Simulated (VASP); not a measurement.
A run of VASP 6.6.1 is set up as follows.

The input INCAR:

```
SYSTEM = CdS
  PREC = Accurate
  ENCUT = 500
  EDIFF = 1E-6
  ISMEAR = 0
  SIGMA = 0.02
  LREAL = .FALSE.
  LASPH = .TRUE.
  NELM = 120
  ALGO = Normal
  ISIF = 2
  LWAVE = .FALSE.
  LCHARG = .TRUE.
  GGA = PE
  LELF = .TRUE.
  LVHAR = .TRUE.
  NBANDS = 16
  GGA_COMPAT = .FALSE.
```

The input KPOINTS:

```
Automatic mesh
0
G
  8 8 8
  0 0 0
```

Contents of POSCAR:

```
CdS
1.0
    0.0000000000      2.9633438397      2.9633438397
    2.9633438397      0.0000000000      2.9633438397
    2.9633438397      2.9633438397      0.0000000000
Cd S
1 1
Direct
    0.0000000000      0.0000000000      0.0000000000
    0.2500000000      0.2500000000      0.2500000000
```

Potentials or basis: VASP PAW PBE potentials, release 64 (Cd, S).

Run with:

```console
$ cat potpaw_PBE.64/Cd/POTCAR potpaw_PBE.64/S/POTCAR > POTCAR
$ mpirun -np 1 vasp_std > vasp.out
```

Q: What does it give for the band gap on the k mesh?

A: 1.04 eV.

Q: Predict the pressure.

A: 0.3 GPa.
